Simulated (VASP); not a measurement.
# Ta6S in VASP: further runs

The runs below take Ta6S through relaxation of the atoms, with LDA.

All numbers are computed with VASP 6.6.1; they aren't measurements. Logs are shortened: lines on timing, memory, paths and dates and some standing lists are left out, and cuts for length are marked.

## (1) The cell of the first run

The cell holds a slab with vacuum, 7 atoms: a = 4.600 Å, b = 4.600 Å, c = 19.902 Å, α = 90.00°, β = 90.00°, γ = 120.00°.

## (2) Relaxation of the atoms, LDA

File INCAR:

```
SYSTEM = Ta6S
  PREC = Accurate
  ENCUT = 520
  EDIFF = 1E-7
  ISMEAR = 0
  SIGMA = 0.1
  LREAL = .FALSE.
  LASPH = .TRUE.
  NELM = 80
  ALGO = Normal
  ISIF = 2
  LWAVE = .FALSE.
  LCHARG = .FALSE.
  LDIPOL = .TRUE.
  IDIPOL = 3
  DIPOL = 0.5 0.5 0.340
  GGA = CA
  IBRION = 2
  NSW = 36
  EDIFFG = -0.025
```

File KPOINTS:

```
Automatic mesh
0
G
  6 6 1
  0 0 0
```

File POSCAR:

```
Ta6S
1.0
    4.6002247492      0.0000000000      0.0000000000
   -2.3001123746      3.9839114959      0.0000000000
    0.0000000000      0.0000000000     19.9017722044
Ta S
6 1
Selective dynamics
Direct
    0.6666666667      0.3333333333      0.2009871261  F F F
    0.3333333333      0.6666666667      0.2481697054  F F F
    0.0000000000      0.0000000000      0.2953522847  F F F
    0.6666666667      0.3333333333      0.3395777425  F F F
    0.3333333333      0.6666666667      0.3810648003  F F F
    0.0000000000      0.0000000000      0.4221620124  F F F
    0.3333333333      0.6666666667      0.4954601947  F F T
```

Potentials or basis: VASP PAW LDA potentials, release 64 (Ta_pv, S).

Command:

```bash
$ cat potpaw_LDA.64/Ta_pv/POTCAR potpaw_LDA.64/S/POTCAR > POTCAR
$ mpirun -np 1 vasp_std > vasp.out
```

OUTCAR:

```text
SYSTEM = Ta6S
   PREC = Accurate
   ENCUT = 520
   EDIFF = 1E-7
   ISMEAR = 0
   LREAL = .FALSE.
   LASPH = .TRUE.
   NELM = 80
   ISIF = 2
   GGA = CA
   IBRION = 2
   NSW = 36
   EDIFFG = -0.025

 ion  position               nearest neighbor table
   1  0.667  0.333  0.201-   4 2.76   2 2.82   2 2.82   2 2.82   3 3.25   3 3.25   3 3.25
   2  0.333  0.667  0.248-   5 2.64   1 2.82   1 2.82   3 2.82   3 2.82   3 2.82   1 2.82   4 3.22
                             4 3.22   4 3.22
   3  0.000  0.000  0.295-   6 2.52   4 2.80   4 2.80   4 2.80   2 2.82   2 2.82   2 2.82   5 3.16
                             5 3.16   5 3.16   1 3.25   1 3.25   1 3.25
   4  0.667  0.333  0.340-   1 2.76   5 2.78   5 2.78   5 2.78   3 2.80   3 2.80   3 2.80   6 3.12
                             6 3.12   6 3.12   2 3.22   2 3.22   2 3.22
   5  0.333  0.667  0.381-   7 2.28   2 2.64   6 2.78   6 2.78   6 2.78   4 2.78   4 2.78   4 2.78
                             3 3.16   3 3.16   3 3.16
   6  0.000  0.000  0.422-   3 2.52   5 2.78   5 2.78   5 2.78   7 3.03   7 3.03   7 3.03   4 3.12
                             4 3.12   4 3.12
   7  0.333  0.667  0.495-   5 2.28   6 3.03   6 3.03   6 3.03

  LATTYP: Found a hexagonal cell.
 ALAT       =     4.6002247492
 C/A-ratio  =     4.3262608436

  Lattice vectors:

 A1 = (   4.6002247492,   0.0000000000,   0.0000000000)
 A2 = (  -2.3001123746,   3.9839114959,   0.0000000000)
 A3 = (   0.0000000000,   0.0000000000,  19.9017722044)

Analysis of symmetry for initial positions (statically):
=====================================================================
 Subroutine PRICEL returns:
 Original cell was already a primitive cell.

 Routine SETGRP: Setting up the symmetry group for a
 hexagonal supercell.

 Subroutine GETGRP returns: Found  6 space group operations
 (whereof  6 operations were pure point group operations)
 out of a pool of 24 trial point group operations.

The static configuration has the point symmetry C_3v.

Analysis of symmetry for dynamics (positions and initial velocities):
=====================================================================
 Subroutine PRICEL returns:
 Original cell was already a primitive cell.

 Routine SETGRP: Setting up the symmetry group for a
 hexagonal supercell.

 Subroutine GETGRP returns: Found  6 space group operations
 (whereof  6 operations were pure point group operations)
 out of a pool of 24 trial point group operations.

The dynamic configuration has the point symmetry C_3v.

Analysis of constrained symmetry for selective dynamics:
=====================================================================
 Subroutine PRICEL returns:
 Original cell was already a primitive cell.

 Routine SETGRP: Setting up the symmetry group for a
 hexagonal supercell.

 Subroutine GETGRP returns: Found  6 space group operations
 (whereof  6 operations were pure point group operations)
 out of a pool of 24 trial point group operations.

The constrained configuration has the point symmetry C_3v.

 Subroutine INISYM returns: Found  6 space group operations
 (whereof  6 operations are pure point group operations),
 and found     1 'primitive' translations

----------------------------------------------------------------------------------------

                                     Primitive cell

  volume of cell :     364.7376

  direct lattice vectors                    reciprocal lattice vectors
     4.600224749  0.000000000  0.000000000     0.217380683  0.125504796  0.000000000
    -2.300112375  3.983911496  0.000000000     0.000000000  0.251009592  0.000000000
     0.000000000  0.000000000 19.901772204     0.000000000  0.000000000  0.050246782

  length of vectors
     4.600224749  4.600224749 19.901772204     0.251009592  0.251009592  0.050246782

  position of ions in fractional coordinates (direct lattice)
     0.666666667  0.333333333  0.200987126
     0.333333333  0.666666667  0.248169705
     0.000000000  0.000000000  0.295352285
     0.666666667  0.333333333  0.339577742
     0.333333333  0.666666667  0.381064800
     0.000000000  0.000000000  0.422162012
     0.333333333  0.666666667  0.495460195

  ion indices of the primitive-cell ions
   primitive index   ion index
                 1           1
                 2           2
                 3           3
                 4           4
                 5           5
                 6           6
                 7           7

----------------------------------------------------------------------------------------

 KPOINTS: Automatic mesh

Automatic generation of k-mesh.
 Grid dimensions read from file:
 generate k-points for:    6    6    1

 Generating k-lattice:

  Cartesian coordinates                     Fractional coordinates (reciprocal lattice)
     0.036230114  0.020917466  0.000000000     0.166666667  0.000000000  0.000000000
     0.000000000  0.041834932  0.000000000     0.000000000  0.166666667  0.000000000
     0.000000000  0.000000000  0.050246782     0.000000000  0.000000000  1.000000000

  Length of vectors
     0.041834932  0.041834932  0.050246782

  Shift w.r.t. Gamma in fractional coordinates (k-lattice)
     0.000000000  0.000000000  0.000000000

 Subroutine IBZKPT returns following result:
 ===========================================

 Found      7 irreducible k-points:

 Following reciprocal coordinates:
            Coordinates               Weight
  0.000000  0.000000  0.000000      1.000000
  0.166667  0.000000  0.000000      6.000000
  0.333333  0.000000  0.000000      6.000000
  0.500000 -0.000000  0.000000      3.000000
  0.166667  0.166667  0.000000      6.000000
  0.333333  0.166667  0.000000     12.000000
  0.333333  0.333333  0.000000      2.000000
   k-points           NKPTS =      7   k-points in BZ     NKDIM =      7   number of bands    NBANDS=     43
   number of dos      NEDOS =    301   number of ions     NIONS =      7
   total plane-waves  NPLWV = 194400
   dimension x,y,z NGX =    36 NGY =   36 NGZ =  150
   dimension x,y,z NGXF=    72 NGYF=   72 NGZF=  300
   ions per type =               6   1
   NGX,Y,Z   is equivalent  to a cutoff of  13.01, 13.01, 12.53 a.u.
   NGXF,Y,Z  is equivalent  to a cutoff of  26.02, 26.02, 25.06 a.u.
 SYSTEM =  Ta6S
   PREC   = accura    normal or accurate (medium, high low for compatibility)
   ISTART =      0    job   : 0-new  1-cont  2-samecut
   ICHARG =      2    charge: 1-file 2-atom 10-const
   ISPIN  =      1    spin polarized calculation?
   LNONCOLLINEAR =      F non collinear calculations
   LSORBIT =      F    spin-orbit coupling
   LASPH  =      T    aspherical Exc in radial PAW
   ENCUT  =  520.0 eV  38.22 Ry    6.18 a.u.   8.55  8.55 37.00*2*pi/ulx,y,z
   NELM   =     80;   NELMIN=  2; NELMDL= -5     # of ELM steps
   EDIFF  = 0.1E-06   stopping-criterion for ELM
   LREAL  =      F    real-space projection
   EDIFFG = -.3E-01   stopping-criterion for IOM
   NSW    =     36    number of steps for IOM
   IBRION =      2    ionic relax: 0-MD 1-quasi-New 2-CG
   NFREE  =      1    steps in history (QN), initial steepest desc. (CG)
   ISIF   =      2    stress and relaxation
   ISYM   =      2    0-nonsym 1-usesym 2-fastsym
   POTIM  = 0.5000    time-step for ionic-motion
   TEBEG  =    0.0;   TEEND  =   0.0 temperature during run
   PSTRESS=    0.0 pullay stress
   NELECT =      72.0000    total number of electrons
   NUPDOWN=      -1.0000    fix difference up-down
   EMIN   =  10.00;   EMAX   =-10.00  energy-range for DOS
   EFERMI =   0.00;   METHOD = LEGACY
   ISMEAR =     0;   SIGMA  =   0.10  broadening in eV -4-tet -1-fermi 0-gaus
   EFERMI_NEDOS =   21; number of points for ismear=-14 and -15
   IALGO  =     38    algorithm
   IMIX   =      4    mixing-type and parameters
     AMIX     =   0.40;   BMIX     =  1.00
     AMIX_MAG =   1.60;   BMIX_MAG =  1.00
  volume/ion in A,a.u.               =      52.11       351.62
  Fermi-wavevector in a.u.,A,eV,Ry     =   0.953218  1.801321 12.362584  0.908624
  Thomas-Fermi vector in A             =   2.081853
   LORBIT       =      0    0 simple, 1 ext, 2 COOP (PROOUT), +10 PAW based schemes
   GGA     = CA    functional components
   LHFCALC =     F    Hartree Fock is set to
   AEXX    =    0.0000 exact exchange contribution
   IVDW    =     0    specifies the selected vdW correction
   LEPSILON=     F    determine dielectric tensor
   LRPA    =     F    only Hartree local field effects (RPA)
 conjugate gradient relaxation of ions
 non-spin polarized calculation
 Gauss-broadening in eV      SIGMA  =   0.10
  energy-cutoff  :      520.00
  volume of cell :      364.74
 maximum number of plane-waves:      9885
 NGX is ok and might be reduce to    36
   NGX = 17   NGY = 17   NGZ = 75

 dipolmoment           0.000000      0.000000     -0.037398 electrons x Angstroem

 number of electron      72.0000017 magnetization

 dipolmoment           0.000000      0.000000      0.176510 electrons x Angstroem

 Free energy of the ion-electron system (eV)
  ---------------------------------------------------
  ext. energy  EPLUGINS =         0.00000000
  ---------------------------------------------------
  free energy    TOTEN  =       -76.53314631 eV

  energy without entropy =      -76.48884026  energy(sigma->0) =      -76.51099328

 E-fermi :  -1.0357     XC(G=0):  -5.3122

 val. band max:       -1.0522233352   @ k =   0.3333   0.3333   0.0000
 cond. band min:      -1.0203648662   @ k =   0.1667   0.1667   0.0000
 fundamental gap:      0.0318584690
 Fermi energy:        -1.0356877706

 k-point     1 :       0.0000    0.0000    0.0000
  band No.  band energies     occupation
      1     -35.6258      2.00000
      2     -35.5026      2.00000
      3     -35.3268      2.00000
      4     -35.3268      2.00000
      5     -35.2893      2.00000
      6     -35.2893      2.00000
[... 35 lines left out ...]
     42       1.3923      0.00000
     43       1.3923      0.00000
[... 235 lines left out ...]
      3     -35.4027      2.00000
      4     -35.3474      2.00000
      5     -35.3012      2.00000
      6     -35.2684      2.00000
[... 35 lines left out ...]
     42       0.4141      0.00000
     43       0.7676      0.00000

------------------------ aborting loop because EDIFF is reached ----------------------------------------

 vacuum level on the upper side and lower side of the slab       (xc-potential included)         0.793        -0.949

  FORCE on cell =-STRESS in cart. coord.  units (eV):
  Direction    XX          YY          ZZ          XY          YZ          ZX
  --------------------------------------------------------------------------------------
  -------------------------------------------------------------------------------------
  Total       -5.4368662     -5.4368662      1.3041261      0.0000000      0.0000000     -0.0000000
  in kB      -23.8824426    -23.8824426      5.7286158      0.0000000      0.0000000     -0.0000000
  external PRESSURE =     -14.0120898 kB  Pullay stress =       0.0000000 kB

 VOLUME and BASIS-vectors are now :
 -----------------------------------------------------------------------------
  energy-cutoff  :      520.00
  volume of cell :      364.74
      direct lattice vectors                 reciprocal lattice vectors
     4.600224749  0.000000000  0.000000000     0.217380683  0.125504796  0.000000000
    -2.300112375  3.983911496  0.000000000     0.000000000  0.251009592  0.000000000
     0.000000000  0.000000000 19.901772204     0.000000000  0.000000000  0.050246782

 POSITION                                       TOTAL-FORCE (eV/Angst)
 -----------------------------------------------------------------------------------
      2.30011      1.32797      4.00000         0.000000     -0.000000      1.688317
     -0.00000      2.65594      4.93902         0.000000     -0.000000     -0.671027
      0.00000      0.00000      5.87803         0.000000     -0.000000     -2.273176
      2.30011      1.32797      6.75820        -0.000000     -0.000000     -0.938489
     -0.00000      2.65594      7.58386         0.000000      0.000000      1.040135
      0.00000      0.00000      8.40177         0.000000     -0.000000      1.143160
     -0.00000      2.65594      9.86054        -0.000000      0.000000      0.011079
 -----------------------------------------------------------------------------------
    total drift:                                0.000000     -0.000000      0.000328

  FREE ENERGIE OF THE ION-ELECTRON SYSTEM (eV)
  ---------------------------------------------------
  free  energy   TOTEN  =       -76.5331463127 eV

  energy  without entropy=      -76.4888402552  energy(sigma->0) =      -76.51099328

 reached required accuracy - stopping structural energy minimisation

 vacuum level on the upper side and lower side of the slab         4.443         2.668
```

Wall time 6 min (1 thread of Intel Xeon 8259CL, shared host); peak memory 0.39 GiB.

Results:

```yaml
Free_energy: -76.5331 eV
Band_gap_on_the_k_mesh: zero (bands 36 and 37 overlap by 0.19 eV)
```

Final structure:
```yaml
crystal:
  lattice:
    - [4.60022, 0.00000, 0.00000]
    - [-2.30011, 3.98391, 0.00000]
    - [0.00000, 0.00000, 19.90177]
  atoms:
    - { symbol: Ta, position: [0.66667, 0.33333, 0.20099] }
    - { symbol: Ta, position: [0.33333, 0.66667, 0.24817] }
    - { symbol: Ta, position: [0.00000, 0.00000, 0.29535] }
    - { symbol: Ta, position: [0.66667, 0.33333, 0.33958] }
    - { symbol: Ta, position: [0.33333, 0.66667, 0.38106] }
    - { symbol: Ta, position: [0.00000, 0.00000, 0.42216] }
    - { symbol: S, position: [0.33333, 0.66667, 0.49546] }
```

Caveat: the relaxation stopped at its first step, so nothing moved; spin-orbit coupling is left out, which moves the levels of the heavy elements.

## (3) Relaxation of the atoms, LDA

File INCAR:

```
SYSTEM = Ta6S
ALGO = Normal
DIPOL = 0.5 0.5 0.350
EDIFF = 1E-6
EDIFFG = -0.025
ENCUT = 520
IBRION = 2
IDIPOL = 3
ISIF = 2
ISMEAR = 0
LASPH = .True.
LCHARG = .False.
LDIPOL = .True.
LREAL = .False.
LWAVE = .False.
NELM = 60
NSW = 36
PREC = Accurate
SIGMA = 0.1
```

File KPOINTS:

```
k-points
0
Gamma
  6 6 1
  0 0 0
```

POSCAR: that of step 2 with these lines changed.

```diff
@@ -15,2 +15,2 @@
     0.0000000000      0.0000000000      0.4221620124  F F F
-    0.3333333333      0.6666666667      0.4954601947  F F T
+    0.0000000000      0.0000000000      0.5608431294  F F T
```

Potentials or basis: VASP PAW LDA potentials, release 64 (Ta_pv, S).

Command:

```bash
$ cat potpaw_LDA.64/Ta_pv/POTCAR potpaw_LDA.64/S/POTCAR > POTCAR
$ mpirun -np 1 vasp_std > vasp.out
```

OUTCAR:

```text
SYSTEM = Ta6S
   EDIFF = 1E-6
   EDIFFG = -0.025
   ENCUT = 520
   IBRION = 2
   ISIF = 2
   ISMEAR = 0
   LASPH = .True.
   LREAL = .False.
   NELM = 60
   NSW = 36
   PREC = Accurate

 ion  position               nearest neighbor table
   1  0.667  0.333  0.201-   4 2.76   2 2.82   2 2.82   2 2.82   3 3.25   3 3.25   3 3.25
   2  0.333  0.667  0.248-   5 2.64   1 2.82   1 2.82   3 2.82   3 2.82   3 2.82   1 2.82   4 3.22
                             4 3.22   4 3.22
   3  0.000  0.000  0.295-   6 2.52   4 2.80   4 2.80   4 2.80   2 2.82   2 2.82   2 2.82   5 3.16
                             5 3.16   5 3.16   1 3.25   1 3.25   1 3.25
   4  0.667  0.333  0.340-   1 2.76   5 2.78   5 2.78   5 2.78   3 2.80   3 2.80   3 2.80   6 3.12
                             6 3.12   6 3.12   2 3.22   2 3.22   2 3.22
   5  0.333  0.667  0.381-   2 2.64   6 2.78   6 2.78   6 2.78   4 2.78   4 2.78   4 2.78   3 3.16
                             3 3.16   3 3.16
[... 501 lines left out ...]
 fundamental gap:      0.0614173061
 Fermi energy:        -1.5078500963

 k-point     1 :       0.0000    0.0000    0.0000
  band No.  band energies     occupation
      1     -35.9047      2.00000
      2     -35.8073      2.00000
      3     -35.6582      2.00000
      4     -35.6582      2.00000
      5     -35.4959      2.00000
      6     -35.4959      2.00000
[... 311 lines left out ...]
     42       0.0658      0.00000
     43       0.2721      0.00000

------------------------ aborting loop because EDIFF is reached ----------------------------------------

 vacuum level on the upper side and lower side of the slab       (xc-potential included)         1.340        -1.354

  FORCE on cell =-STRESS in cart. coord.  units (eV):
  Direction    XX          YY          ZZ          XY          YZ          ZX
  --------------------------------------------------------------------------------------
  -------------------------------------------------------------------------------------
  Total       -2.6400781     -2.6400781     -1.3710418      0.0000000      0.0000000      0.0000000
  in kB      -11.5970324    -11.5970324     -6.0225552      0.0000000      0.0000000      0.0000000
  external PRESSURE =      -9.7388733 kB  Pullay stress =       0.0000000 kB
[... 22 lines left out ...]
  FREE ENERGIE OF THE ION-ELECTRON SYSTEM (eV)
  ---------------------------------------------------
  free  energy   TOTEN  =       -75.1299374020 eV

  energy  without entropy=      -75.0894413515  energy(sigma->0) =      -75.10968938

 reached required accuracy - stopping structural energy minimisation

 vacuum level on the upper side and lower side of the slab         5.072         2.305
```

OSZICAR:

```text
N       E                     dE             d eps       ncg     rms          rms(c)
DAV:   1     0.567100739617E+03    0.56710E+03   -0.39356E+04   786   0.144E+03
DAV:   2    -0.453115462869E+02   -0.61241E+03   -0.60198E+03   715   0.360E+02
DAV:   3    -0.786123598885E+02   -0.33301E+02   -0.32374E+02   740   0.704E+01
[... 141 lines left out ...]
DAV:   3    -0.751299978037E+02   -0.43713E-04   -0.58483E-04   828   0.112E-01    0.537E-02
DAV:   4    -0.751299890976E+02    0.87062E-05   -0.12949E-03   825   0.154E-01    0.444E-02
DAV:   5    -0.751299473539E+02    0.41744E-04   -0.47814E-04   809   0.895E-02    0.201E-02
DAV:   6    -0.751299378446E+02    0.95093E-05   -0.68443E-05   768   0.542E-02    0.636E-03
DAV:   7    -0.751299374020E+02    0.44260E-06   -0.58054E-06   608   0.118E-02
   8 F= -.75129937E+02 E0= -.75109689E+02  d E =-.456542E-03
```

Wall time 12 min (1 thread of Intel Xeon Platinum 8488C (Sapphire Rapids), shared host); peak memory 0.41 GiB.

Results:

```
Free energy               : -75.1299 eV
Energy gained by relaxing : 251.9 meV/atom
Ionic steps               : 8
Band gap on the k mesh    : zero (bands 36 and 37 overlap by 0.29 eV)
```

The path:
```tsv
step	energy change (eV)	largest force on free atoms (eV/Å)	pressure (GPa)
1	0.0000	3.3158	-2.87
2	-0.5531	3.5677	-2.72
3	-1.7447	1.0072	-0.64
4	-1.7112	1.4457	-1.48
5	-1.7627	0.1438	-1.02
6	-1.7626	0.1523	-0.92
7	-1.7627	0.1335	-1.02
8	-1.7631	0.0001	-0.97
```

Final structure:
```xyz
7
Lattice="4.6002 0.0000 0.0000 -2.3001 3.9839 0.0000 0.0000 0.0000 19.9018" Properties=species:S:1:pos:R:3 pbc="T T T"
Ta    2.3001    1.3280    4.0000
Ta    0.0000    2.6559    4.9390
Ta    0.0000    0.0000    5.8780
Ta    2.3001    1.3280    6.7582
Ta    0.0000    2.6559    7.5839
Ta    0.0000    0.0000    8.4018
S     0.0000    0.0000   10.5594
```

Caveat: spin-orbit coupling is left out, which moves the levels of the heavy elements.

The gap in the log of VASP goes by the Fermi energy; the results here count the filled bands.